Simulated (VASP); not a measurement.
# C6N in VASP: single point with PBE+D3(BJ)

Aim: the single point of C6N with PBE+D3(BJ).

Program: VASP 6.6.1. These are calculated values, not measurements. Logs are shortened: lines on timing, memory, paths and dates and some standing lists are left out, and cuts for length are marked.

**1. The cell of the first run**

The cell holds a slab with vacuum, 7 atoms: a = 2.465 Å, b = 2.465 Å, c = 25.749 Å, α = 90.00°, β = 90.00°, γ = 60.00°.

**2. Single point, PBE+D3(BJ), collinear spin, ferromagnetic start**

File INCAR:

```
SYSTEM = C6N
PREC     = Accurate       ! precision mode
ENCUT    = 520            ! plane-wave cutoff, eV
EDIFF    = 1E-7           ! SCF threshold, eV
ISMEAR   = 0              ! smearing method
SIGMA    = 0.05           ! smearing width, eV
LREAL    = .FALSE.        ! projectors in reciprocal space
LASPH    = .TRUE.         ! aspherical terms in the spheres
NELM     = 150            ! most SCF steps
ALGO     = Normal         ! electronic algorithm
ISIF     = 2              ! what is computed and relaxed
LWAVE    = .FALSE.        ! write WAVECAR
LCHARG   = .TRUE.         ! write CHGCAR
ISPIN    = 2              ! spin polarisation
MAGMOM   = 0 0 0 0 0 0 3  ! initial moments
LORBIT   = 11             ! projections on sites
LDIPOL   = .TRUE.       
IDIPOL   = 3            
DIPOL    = 0.5 0.5 0.486
GGA      = PE             ! functional
IVDW     = 12             ! dispersion correction
LELF     = .TRUE.         ! ELF
LVHAR    = .TRUE.       
LVACPOTAV= .TRUE.       
NBANDS   = 28             ! bands
```

File KPOINTS:

```
Automatic mesh
0
G
  12 12 1
  0 0 0
```

File POSCAR:

```
C6N
1.0
    2.4649373942      0.0000000000      0.0000000000
    1.2324826688      2.1346903355      0.0000000000
    0.0000000000      0.0000000000     25.7486607930
C N
6 1
Direct
    0.1656238015      0.1656238015      0.3301142559
    0.4989565371      0.4989565371      0.3301441472
    0.4267685843      0.4267685843      0.4612140335
    0.7601434397      0.7601434397      0.4612299821
    0.8972410389      0.8972410389      0.5895474190
    0.2254878008      0.2254878008      0.5894810574
    1.0613424473      0.0613424473      0.6397544252
```

Potentials or basis: VASP PAW PBE potentials, release 64 (C, N).

The run is started by

```console
$ cat potpaw_PBE.64/C/POTCAR potpaw_PBE.64/N/POTCAR > POTCAR
$ mpirun -np 1 vasp_std > vasp.out
```

OUTCAR:

```text
SYSTEM = C6N
   PREC = Accurate
   ENCUT = 520
   EDIFF = 1E-7
   ISMEAR = 0
   LREAL = .FALSE.
   LASPH = .TRUE.
   NELM = 150
   ISIF = 2
   ISPIN = 2
   LORBIT = 11
   GGA = PE
   IVDW = 12
 IVDW          = 12

 ion  position               nearest neighbor table
   1  0.166  0.166  0.330-   2 1.42   2 1.42   2 1.42
   2  0.499  0.499  0.330-   1 1.42   1 1.42   1 1.42
   3  0.427  0.427  0.461-   4 1.42   4 1.42   4 1.42
   4  0.760  0.760  0.461-   3 1.42   3 1.42   3 1.42
   5  0.897  0.897  0.590-   6 1.40   6 1.43   6 1.43   7 1.47
   6  0.225  0.225  0.589-   5 1.40   5 1.43   5 1.43   7 1.47
   7  0.061  0.061  0.640-   5 1.47   6 1.47

  LATTYP: Found a hexagonal cell.
 ALAT       =     2.4649373942
 C/A-ratio  =    10.4459694812

  Lattice vectors:

 A1 = (  -1.2324826688,  -2.1346903355,   0.0000000000)
 A2 = (   2.4649373942,   0.0000000000,   0.0000000000)
 A3 = (   0.0000000000,   0.0000000000,  25.7486607930)

Analysis of symmetry for initial positions (statically):
=====================================================================
 Subroutine PRICEL returns:
 Original cell was already a primitive cell.

 Routine SETGRP: Setting up the symmetry group for a
 hexagonal supercell.

 Subroutine GETGRP returns: Found  2 space group operations
 (whereof  2 operations were pure point group operations)
 out of a pool of 24 trial point group operations.

The static configuration has the point symmetry C_1h.

Analysis of symmetry for dynamics (positions and initial velocities):
=====================================================================
 Subroutine PRICEL returns:
 Original cell was already a primitive cell.

 Routine SETGRP: Setting up the symmetry group for a
 hexagonal supercell.

 Subroutine GETGRP returns: Found  2 space group operations
 (whereof  2 operations were pure point group operations)
 out of a pool of 24 trial point group operations.

The dynamic configuration has the point symmetry C_1h.

Analysis of structural, dynamic, and magnetic symmetry:
=====================================================================
 Subroutine PRICEL returns:
 Original cell was already a primitive cell.

 Routine SETGRP: Setting up the symmetry group for a
 hexagonal supercell.

 Subroutine GETGRP returns: Found  2 space group operations
 (whereof  2 operations were pure point group operations)
 out of a pool of 24 trial point group operations.

The overall configuration has the point symmetry C_1h.

 Subroutine INISYM returns: Found  2 space group operations
 (whereof  2 operations are pure point group operations),
 and found     1 'primitive' translations

----------------------------------------------------------------------------------------

                                     Primitive cell

  volume of cell :     135.4863

  direct lattice vectors                    reciprocal lattice vectors
     2.464937394  0.000000000  0.000000000     0.405689817 -0.234228665  0.000000000
     1.232482669  2.134690336  0.000000000     0.000000000  0.468452020  0.000000000
     0.000000000  0.000000000 25.748660793     0.000000000  0.000000000  0.038836971

  length of vectors
     2.464937394  2.464937394 25.748660793     0.468452020  0.468452020  0.038836971

  position of ions in fractional coordinates (direct lattice)
     0.165623801  0.165623801  0.330114256
     0.498956537  0.498956537  0.330144147
     0.426768584  0.426768584  0.461214033
     0.760143440  0.760143440  0.461229982
     0.897241039  0.897241039  0.589547419
     0.225487801  0.225487801  0.589481057
     0.061342447  0.061342447  0.639754425

  ion indices of the primitive-cell ions
   primitive index   ion index
                 1           1
                 2           2
                 3           3
                 4           4
                 5           5
                 6           6
[... 52 lines left out ...]
  0.333333  0.416667  0.000000      4.000000
 -0.083333  0.333333  0.000000      4.000000
 [... further k-points ...]
   k-points           NKPTS =     43   k-points in BZ     NKDIM =     43   number of bands    NBANDS=     28
   number of dos      NEDOS =    301   number of ions     NIONS =      7
   total plane-waves  NPLWV =  62208
   dimension x,y,z NGX =    18 NGY =   18 NGZ =  192
   dimension x,y,z NGXF=    36 NGYF=   36 NGZF=  384
   ions per type =               6   1
   NGX,Y,Z   is equivalent  to a cutoff of  12.14, 12.14, 12.40 a.u.
   NGXF,Y,Z  is equivalent  to a cutoff of  24.28, 24.28, 24.79 a.u.
 SYSTEM =  C6N
   PREC   = accura    normal or accurate (medium, high low for compatibility)
   ISTART =      0    job   : 0-new  1-cont  2-samecut
   ICHARG =      2    charge: 1-file 2-atom 10-const
   ISPIN  =      2    spin polarized calculation?
   LNONCOLLINEAR =      F non collinear calculations
   LSORBIT =      F    spin-orbit coupling
   LASPH  =      T    aspherical Exc in radial PAW
   ENCUT  =  520.0 eV  38.22 Ry    6.18 a.u.   4.58  4.58 47.88*2*pi/ulx,y,z
   NELM   =    150;   NELMIN=  2; NELMDL= -5     # of ELM steps
   EDIFF  = 0.1E-06   stopping-criterion for ELM
   LREAL  =      F    real-space projection
   EDIFFG = 0.1E-05   stopping-criterion for IOM
   NSW    =      0    number of steps for IOM
   IBRION =     -1    ionic relax: 0-MD 1-quasi-New 2-CG
   NFREE  =      0    steps in history (QN), initial steepest desc. (CG)
   ISIF   =      2    stress and relaxation
   ISYM   =      2    0-nonsym 1-usesym 2-fastsym
   POTIM  = 0.5000    time-step for ionic-motion
   TEBEG  =    0.0;   TEEND  =   0.0 temperature during run
   PSTRESS=    0.0 pullay stress
   NELECT =      29.0000    total number of electrons
   NUPDOWN=      -1.0000    fix difference up-down
   EMIN   =  10.00;   EMAX   =-10.00  energy-range for DOS
   EFERMI =   0.00;   METHOD = LEGACY
   ISMEAR =     0;   SIGMA  =   0.05  broadening in eV -4-tet -1-fermi 0-gaus
   EFERMI_NEDOS =   21; number of points for ismear=-14 and -15
   IALGO  =     38    algorithm
   IMIX   =      4    mixing-type and parameters
     AMIX     =   0.40;   BMIX     =  1.00
     AMIX_MAG =   1.60;   BMIX_MAG =  1.00
  volume/ion in A,a.u.               =      19.36       130.62
  Fermi-wavevector in a.u.,A,eV,Ry     =   0.979285  1.850580 13.047970  0.958999
  Thomas-Fermi vector in A             =   2.110126
   LORBIT       =     11    0 simple, 1 ext, 2 COOP (PROOUT), +10 PAW based schemes
   GGA     = PE    functional components
   LHFCALC =     F    Hartree Fock is set to
   AEXX    =    0.0000 exact exchange contribution
   IVDW    =    12    specifies the selected vdW correction
   LEPSILON=     F    determine dielectric tensor
   LRPA    =     F    only Hartree local field effects (RPA)
 spin polarized calculation
 Gauss-broadening in eV      SIGMA  =   0.05
  energy-cutoff  :      520.00
  volume of cell :      135.49
 maximum number of plane-waves:      3696
   NGX =  9   NGY =  9   NGZ = 95

 number of electron      28.9999999 magnetization       0.0497815

 dipolmoment           0.000000      0.000000      0.112672 electrons x Angstroem

 Free energy of the ion-electron system (eV)
  ---------------------------------------------------
  ext. energy  EPLUGINS =         0.00000000
  ---------------------------------------------------
  free energy    TOTEN  =       -59.13492858 eV

  energy without entropy =      -59.13378729  energy(sigma->0) =      -59.13435793

 E-fermi :  -1.4951     XC(G=0):  -4.8875

 val. band max:       -1.5239135538   @ k =   0.5000   0.2500   0.0000
 cond. band min:      -1.4692375538   @ k =  -0.3333   0.3333   0.0000
 fundamental gap:      0.0546760000
 Fermi energy:        -1.4950967260

 spin component 1

 k-point     1 :       0.0000    0.0000    0.0000
  band No.  band energies     occupation
      1     -24.7486      1.00000
      2     -21.1461      1.00000
      3     -21.0009      1.00000
      4     -15.4835      1.00000
      5      -9.6473      1.00000
      6      -8.7217      1.00000
[... 685 lines left out ...]
     25       8.9868      0.00000
     26      10.3403      0.00000

 [... further k-points ...]

 spin component 2

 k-point     1 :       0.0000    0.0000    0.0000
  band No.  band energies     occupation
      1     -24.7247      1.00000
      2     -21.1460      1.00000
      3     -21.0009      1.00000
      4     -15.4526      1.00000
      5      -9.6468      1.00000
      6      -8.7207      1.00000
[... 685 lines left out ...]
     25       8.9841      0.00000
     26      10.3266      0.00000

 [... further k-points ...]

 [bands above 26 left out]

------------------------ aborting loop because EDIFF is reached ----------------------------------------

 Edisp (eV)   -0.91554

 E8    (eV) :    -0.2655

  FORCE on cell =-STRESS in cart. coord.  units (eV):
  Direction    XX          YY          ZZ          XY          YZ          ZX
  --------------------------------------------------------------------------------------
  -------------------------------------------------------------------------------------
  Total      11.19875     6.57171     0.27193     4.00707     0.01816     0.03145
  in kB     132.42946    77.71294     3.21565    47.38518     0.21475     0.37197
  external pressure =       71.12 kB  Pullay stress =        0.00 kB

 VOLUME and BASIS-vectors are now :
 -----------------------------------------------------------------------------
  energy-cutoff  :      520.00
  volume of cell :      135.49
      direct lattice vectors                 reciprocal lattice vectors
     2.464937394  0.000000000  0.000000000     0.405689817 -0.234228665  0.000000000
     1.232482669  2.134690336  0.000000000     0.000000000  0.468452020  0.000000000
     0.000000000  0.000000000 25.748660793     0.000000000  0.000000000  0.038836971

 POSITION                                       TOTAL-FORCE (eV/Angst)
 -----------------------------------------------------------------------------------
      0.61238      0.35356      8.50000        -0.008165     -0.004714      0.003458
      1.84485      1.06512      8.50077         0.001984      0.001146     -0.004372
      1.57794      0.91102     11.87564         0.002737      0.001580     -0.003034
      2.81057      1.62267     11.87605         0.000625      0.000361      0.001342
      3.31748      1.91533     15.18006        -0.070369     -0.040627     -0.127008
      0.83372      0.48135     15.17835         0.071376      0.041209     -0.109825
      0.22681      0.13095     16.47282         0.001812      0.001046      0.239438
 -----------------------------------------------------------------------------------
    total drift:                               -0.000094     -0.000055     -0.000498

  FREE ENERGIE OF THE ION-ELECTRON SYSTEM (eV)
  ---------------------------------------------------
  free  energy   TOTEN  =       -60.0504691224 eV

  energy  without entropy=      -60.0493278340  energy(sigma->0) =      -60.04989848

 vacuum level on the upper side and lower side of the slab         6.607         2.733

 total charge

# of ion       s       p       d       tot
------------------------------------------
    1        0.863   1.789   0.000   2.652
    2        0.863   1.787   0.000   2.650
    3        0.863   1.788   0.000   2.651
    4        0.863   1.790   0.000   2.653
    5        0.868   1.877   0.000   2.745
    6        0.868   1.877   0.000   2.744
    7        1.364   2.273   0.000   3.637
--------------------------------------------------
tot          6.552  13.179   0.000  19.731

 magnetization (x)

# of ion       s       p       d       tot
------------------------------------------
    1        0.000   0.000   0.000   0.000
    2       -0.000  -0.000   0.000  -0.000
    3       -0.000  -0.000   0.000  -0.000
    4        0.000   0.000   0.000   0.000
    5        0.001   0.000   0.000   0.001
    6        0.001   0.000   0.000   0.001
    7        0.001   0.033   0.000   0.034
--------------------------------------------------
tot          0.003   0.033   0.000   0.036
```

Wall time 9.2 min (1 thread of Intel Xeon Platinum 8488C (Sapphire Rapids), shared host); peak memory 0.43 GiB.

Results:

```yaml
Free_energy: -60.0505 eV
Largest_force: 0.239 eV/Å
Net_moment: 0.05 μB per cell
Site_moments: C +0.00, -0.00 (each value once); N +0.03 μB
Valence_electrons_inside_the_program's_atomic_spheres: C 2.65, 2.75, 2.74 (each value once); N 3.64
Dispersion_energy_per_atom: -0.131 eV
```

Forces in eV/Å, atoms in the order of the input:
```
C   -0.008 -0.005  0.003
C    0.002  0.001 -0.004
C    0.003  0.002 -0.003
C    0.001  0.000  0.001
C   -0.070 -0.041 -0.127
C    0.071  0.041 -0.110
N    0.002  0.001  0.239
```

Levels at points of the mesh, in eV from the Fermi level:
Spin up:
| k point | band 10 | band 11 | band 12 | band 13 | band 14 | band 15 | band 16 | band 17 | band 18 | band 19 |
| --- | --- | --- | --- | --- | --- | --- | --- | --- | --- | --- |
| (0.00, 0.00, 0.00) | -3.09 | -3.09 | -3.07 | -3.07 | -0.46 | 0.95 | 3.53 | 4.66 | 5.17 | 6.52 |
| (0.50, 0.00, 0.00) | -6.45 | -4.47 | -2.66 | -2.30 | -2.19 | -1.56 | 1.40 | 1.89 | 5.51 | 7.26 |
| (0.50, 0.50, 0.00) | -6.48 | -6.45 | -2.48 | -2.42 | -1.60 | 1.64 | 1.67 | 1.99 | 3.84 | 6.16 |
Spin down:
```tsv
k point	band 10	band 11	band 12	band 13	band 14	band 15	band 16	band 17	band 18	band 19
(0.00, 0.00, 0.00)	-3.09	-3.09	-3.07	-3.07	-0.42	1.08	3.53	4.66	5.16	6.52
(0.50, 0.00, 0.00)	-6.45	-4.42	-2.66	-2.27	-2.18	-1.47	1.40	1.89	5.52	7.26
(0.50, 0.50, 0.00)	-6.48	-6.45	-2.48	-2.42	-1.57	1.64	1.67	2.13	3.86	6.16
```
